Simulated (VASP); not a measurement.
# PtSe2 in VASP: single point with PBE

Aim: the single point of PtSe2 with PBE.

Program: VASP 6.6.1. These are calculated values, not measurements. Logs are shortened: lines on timing, memory, paths and dates and some standing lists are left out, and cuts for length are marked.

## (1) The cell of the first run

The typed cell holds 3 atoms: a = 3.786 Å, b = 3.786 Å, c = 5.109 Å, α = 90.00°, β = 90.00°, γ = 120.00°.

## (2) Single point, PBE

File INCAR:

```
PREC = Accurate
ENCUT = 520
EDIFF = 1E-7
ISMEAR = -1
SIGMA = 0.1
LREAL = F
LASPH = T
NELM = 80
ALGO = Normal
ISIF = 2
LWAVE = F
LCHARG = T
GGA = PE
LELF = T
LVHAR = T
NBANDS = 18
```

File KPOINTS:

```
Automatic mesh
0
Gamma
  10 10 7
```

File POSCAR:

```
PtSe2
1.0
    3.7857180000      0.0000000000      0.0000000000
   -1.8928590000      3.2785290000      0.0000000000
    0.0000000000      0.0000000000      5.1094700000
Se Pt
2 1
Direct
    0.3333000000      0.6667000000      0.2550000000
    0.6667000000      0.3333000000      0.7450000000
    0.0000000000      0.0000000000      0.0000000000
```

Potentials or basis: VASP PAW PBE potentials, release 64 (Se, Pt).

Launch:

```bash
cat potpaw_PBE.64/Se/POTCAR potpaw_PBE.64/Pt/POTCAR > POTCAR
mpirun -np 1 vasp_std > vasp.out
```

OUTCAR:

```text
PREC = Accurate
   ENCUT = 520
   EDIFF = 1E-7
   ISMEAR = -1
   LREAL = F
   LASPH = T
   NELM = 80
   ISIF = 2
   GGA = PE

 ion  position               nearest neighbor table
   1  0.333  0.667  0.255-   3 2.54   3 2.54   3 2.54
   2  0.667  0.333  0.745-   3 2.54   3 2.54   3 2.54
   3  0.000  0.000  0.000-   1 2.54   2 2.54   2 2.54   1 2.54   2 2.54   1 2.54

  LATTYP: Found a hexagonal cell.
 ALAT       =     3.7857180000
 C/A-ratio  =     1.3496699966

  Lattice vectors:

 A1 = (   3.7857180000,   0.0000000000,   0.0000000000)
 A2 = (  -1.8928590000,   3.2785290000,   0.0000000000)
 A3 = (   0.0000000000,   0.0000000000,   5.1094700000)

Analysis of symmetry for initial positions (statically):
=====================================================================
 Subroutine PRICEL returns:
 Original cell was already a primitive cell.

 Routine SETGRP: Setting up the symmetry group for a
 hexagonal supercell.

 Subroutine GETGRP returns: Found  4 space group operations
 (whereof  4 operations were pure point group operations)
 out of a pool of 24 trial point group operations.

The static configuration has the point symmetry C_2h.

Analysis of symmetry for dynamics (positions and initial velocities):
=====================================================================
 Subroutine PRICEL returns:
 Original cell was already a primitive cell.

 Routine SETGRP: Setting up the symmetry group for a
 hexagonal supercell.

 Subroutine GETGRP returns: Found  4 space group operations
 (whereof  4 operations were pure point group operations)
 out of a pool of 24 trial point group operations.

The dynamic configuration has the point symmetry C_2h.

 Subroutine INISYM returns: Found  4 space group operations
 (whereof  4 operations are pure point group operations),
 and found     1 'primitive' translations

----------------------------------------------------------------------------------------

                                     Primitive cell

  volume of cell :      63.4166

  direct lattice vectors                    reciprocal lattice vectors
     3.785718000  0.000000000  0.000000000     0.264150684  0.152507420  0.000000000
    -1.892859000  3.278529000  0.000000000     0.000000000  0.305014840  0.000000000
     0.000000000  0.000000000  5.109470000     0.000000000  0.000000000  0.195715015

  length of vectors
     3.785718000  3.785718901  5.109470000     0.305014913  0.305014840  0.195715015

  position of ions in fractional coordinates (direct lattice)
     0.333300000  0.666700000  0.255000000
     0.666700000  0.333300000  0.745000000
     0.000000000  0.000000000  0.000000000

  ion indices of the primitive-cell ions
   primitive index   ion index
                 1           1
                 2           2
                 3           3

----------------------------------------------------------------------------------------

 KPOINTS: Automatic mesh

Automatic generation of k-mesh.
 Grid dimensions read from file:
 generate k-points for:   10   10    7

 Generating k-lattice:

  Cartesian coordinates                     Fractional coordinates (reciprocal lattice)
     0.026415068  0.015250742  0.000000000     0.100000000 -0.000000000  0.000000000
     0.000000000  0.030501484  0.000000000     0.000000000  0.100000000  0.000000000
     0.000000000  0.000000000  0.027959288     0.000000000  0.000000000  0.142857143

  Length of vectors
     0.030501491  0.030501484  0.027959288

  Shift w.r.t. Gamma in fractional coordinates (k-lattice)
     0.000000000  0.000000000  0.000000000

 Subroutine IBZKPT returns following result:
 ===========================================

 Found    196 irreducible k-points:

 Following reciprocal coordinates:
            Coordinates               Weight
  0.000000  0.000000  0.000000      1.000000
  0.100000  0.000000  0.000000      4.000000
 -0.100000  0.100000  0.000000      2.000000
  0.200000  0.000000  0.000000      4.000000
 -0.200000  0.200000  0.000000      2.000000
  0.300000  0.000000  0.000000      4.000000
[... 16 lines left out ...]
  0.200000  0.200000  0.000000      2.000000
 -0.200000  0.400000  0.000000      4.000000
 [... further k-points ...]
   k-points           NKPTS =    196   k-points in BZ     NKDIM =    196   number of bands    NBANDS=     18
   number of dos      NEDOS =    301   number of ions     NIONS =      3
   total plane-waves  NPLWV =  31360
   dimension x,y,z NGX =    28 NGY =   28 NGZ =   40
   dimension x,y,z NGXF=    56 NGYF=   56 NGZF=   80
   ions per type =               2   1
   NGX,Y,Z   is equivalent  to a cutoff of  12.30, 12.30, 13.01 a.u.
   NGXF,Y,Z  is equivalent  to a cutoff of  24.59, 24.59, 26.03 a.u.
 SYSTEM =  unknown system
   PREC   = accura    normal or accurate (medium, high low for compatibility)
   ISTART =      0    job   : 0-new  1-cont  2-samecut
   ICHARG =      2    charge: 1-file 2-atom 10-const
   ISPIN  =      1    spin polarized calculation?
   LNONCOLLINEAR =      F non collinear calculations
   LSORBIT =      F    spin-orbit coupling
   LASPH  =      T    aspherical Exc in radial PAW
   ENCUT  =  520.0 eV  38.22 Ry    6.18 a.u.   7.04  7.04  9.50*2*pi/ulx,y,z
   NELM   =     80;   NELMIN=  2; NELMDL= -5     # of ELM steps
   EDIFF  = 0.1E-06   stopping-criterion for ELM
   LREAL  =      F    real-space projection
   EDIFFG = 0.1E-05   stopping-criterion for IOM
   NSW    =      0    number of steps for IOM
   IBRION =     -1    ionic relax: 0-MD 1-quasi-New 2-CG
   NFREE  =      0    steps in history (QN), initial steepest desc. (CG)
   ISIF   =      2    stress and relaxation
   ISYM   =      2    0-nonsym 1-usesym 2-fastsym
   POTIM  = 0.5000    time-step for ionic-motion
   TEBEG  =    0.0;   TEEND  =   0.0 temperature during run
   PSTRESS=    0.0 pullay stress
   NELECT =      22.0000    total number of electrons
   NUPDOWN=      -1.0000    fix difference up-down
   EMIN   =  10.00;   EMAX   =-10.00  energy-range for DOS
   EFERMI =   0.00;   METHOD = LEGACY
   ISMEAR =    -1;   SIGMA  =   0.10  broadening in eV -4-tet -1-fermi 0-gaus
   EFERMI_NEDOS =   21; number of points for ismear=-14 and -15
   IALGO  =     38    algorithm
   IMIX   =      4    mixing-type and parameters
     AMIX     =   0.40;   BMIX     =  1.00
     AMIX_MAG =   1.60;   BMIX_MAG =  1.00
  volume/ion in A,a.u.               =      21.14       142.65
  Fermi-wavevector in a.u.,A,eV,Ry     =   1.150309  2.173770 18.003389  1.323212
  Thomas-Fermi vector in A             =   2.286974
   LORBIT       =      0    0 simple, 1 ext, 2 COOP (PROOUT), +10 PAW based schemes
   GGA     = PE    functional components
   LHFCALC =     F    Hartree Fock is set to
   AEXX    =    0.0000 exact exchange contribution
   IVDW    =     0    specifies the selected vdW correction
   LEPSILON=     F    determine dielectric tensor
   LRPA    =     F    only Hartree local field effects (RPA)
 non-spin polarized calculation
  energy-cutoff  :      520.00
  volume of cell :       63.42
 maximum number of plane-waves:      1733
   NGX = 15   NGY = 15   NGZ = 19

 number of electron      21.9999997 magnetization

 Free energy of the ion-electron system (eV)
  ---------------------------------------------------
  ext. energy  EPLUGINS =         0.00000000
  ---------------------------------------------------
  free energy    TOTEN  =       -14.26649835 eV

  energy without entropy =      -14.24415688  energy(sigma->0) =      -14.25532762

 E-fermi :   5.8650     XC(G=0): -10.4497

 val. band max:        5.8141940925   @ k =   0.2000  -0.2000   0.2857
 cond. band min:       5.8808838535   @ k =   0.0000   0.0000   0.1429
 fundamental gap:      0.0666897609
 Fermi energy:         5.8650130102

 k-point     1 :       0.0000    0.0000    0.0000
  band No.  band energies     occupation
      1      -9.3280      2.00000
      2      -6.7704      2.00000
      3      -0.8601      2.00000
      4      -0.0591      2.00000
      5      -0.0587      2.00000
      6       2.2431      2.00000
[... 10 lines left out ...]
     17      13.2595      0.00000
     18      17.6426      0.00000

 k-point     2 :       0.1000    0.0000    0.0000
  band No.  band energies     occupation
      1      -9.2257      2.00000
      2      -6.8115      2.00000
      3      -0.7315      2.00000
      4       0.0067      2.00000
      5       0.0146      2.00000
      6       2.0962      2.00000
[... 10 lines left out ...]
     17      13.5880      0.00000
     18      16.0823      0.00000

 k-point     3 :      -0.1000    0.1000    0.0000
  band No.  band energies     occupation
      1      -9.2257      2.00000
      2      -6.8115      2.00000
      3      -0.7314      2.00000
      4       0.0071      2.00000
      5       0.0143      2.00000
      6       2.0960      2.00000
[... 10 lines left out ...]
     17      13.5868      0.00000
     18      16.0812      0.00000

 k-point     4 :       0.2000    0.0000    0.0000
  band No.  band energies     occupation
      1      -8.9345      2.00000
      2      -6.9243      2.00000
      3      -0.3777      2.00000
      4       0.1807      2.00000
      5       0.2369      2.00000
      6       1.4865      2.00000
[... 375 lines left out ...]
      4       0.4298      2.00000
      5       0.9833      2.00000
      6       1.6152      2.00000
[... 10 lines left out ...]
     17      14.3188      0.00000
     18      15.9249      0.00000

 k-point    23 :       0.2000    0.2000    0.0000
  band No.  band energies     occupation
      1      -8.2838      2.00000
      2      -7.1552      2.00000
      3       0.1431      2.00000
      4       0.2550      2.00000
      5       0.5444      2.00000
      6       0.8877      2.00000
[... 10 lines left out ...]
     17      14.2793      0.00000
     18      14.4945      0.00000

 k-point    24 :      -0.2000    0.4000    0.0000
  band No.  band energies     occupation
      1      -8.2838      2.00000
      2      -7.1552      2.00000
      3       0.1427      2.00000
      4       0.2555      2.00000
      5       0.5447      2.00000
      6       0.8878      2.00000
[... 10 lines left out ...]
     17      14.2799      0.00000
     18      14.4936      0.00000

 [... further k-points ...]
[... 5 lines left out ...]
  --------------------------------------------------------------------------------------
  -------------------------------------------------------------------------------------
  Total        0.0677056      0.0660398      0.0133151     -0.0014427     -0.0018123      0.0031389
  in kB        1.7105365      1.6684489      0.3363959     -0.0364499     -0.0457855      0.0793029
  external PRESSURE =       1.2384604 kB  Pullay stress =       0.0000000 kB

 VOLUME and BASIS-vectors are now :
 -----------------------------------------------------------------------------
  energy-cutoff  :      520.00
  volume of cell :       63.42
      direct lattice vectors                 reciprocal lattice vectors
     3.785718000  0.000000000  0.000000000     0.264150684  0.152507420  0.000000000
    -1.892859000  3.278529000  0.000000000     0.000000000  0.305014840  0.000000000
     0.000000000  0.000000000  5.109470000     0.000000000  0.000000000  0.195715015

 POSITION                                       TOTAL-FORCE (eV/Angst)
 -----------------------------------------------------------------------------------
     -0.00019      2.18580      1.30291         0.001315     -0.000759     -0.186114
      1.89305      1.09273      3.80656        -0.001315      0.000759      0.186114
      0.00000      0.00000      0.00000         0.000000      0.000000      0.000000
 -----------------------------------------------------------------------------------
    total drift:                               -0.000000     -0.000000     -0.000000

  FREE ENERGIE OF THE ION-ELECTRON SYSTEM (eV)
  ---------------------------------------------------
  free  energy   TOTEN  =       -14.2664983548 eV

  energy  without entropy=      -14.2441568838  energy(sigma->0) =      -14.25532762
```

It took 2.2 min on 1 thread of Intel Xeon 6975P-C, shared host; peak memory 0.35 GiB.

Results:

| Quantity | Value |
| --- | --- |
| Free energy | -14.2665 eV |
| Pressure | 0.1 GPa |
| Largest force | 0.186 eV/Å |
| Band gap on the k mesh | zero (band 11 reaches 6.39 eV, above the bottom of band 12 at 5.75 eV) |

Forces in eV/Å, atoms in the order of the input:
```
Se   0.001 -0.001 -0.186
Se  -0.001  0.001  0.186
Pt   0.000  0.000  0.000
```

Levels at points of the mesh, in eV from the Fermi level:
```
           k point  band 7  band 8  band 9  band 10  band 11  band 12  band 13  band 14  band 15  band 16
(0.00, 0.00, 0.00)   -3.62   -2.39   -0.91    -0.91     0.53     1.35     1.36     3.76     3.93     7.39
(0.50, 0.00, 0.00)   -3.48   -3.26   -3.15    -3.10    -2.77     0.65     2.26     4.78     5.93     7.07
(0.50, 0.50, 0.00)   -3.48   -3.26   -3.15    -3.10    -2.77     0.65     2.26     4.78     5.93     7.07
```

Caveat: spin-orbit coupling is left out, which moves the levels of the heavy elements.
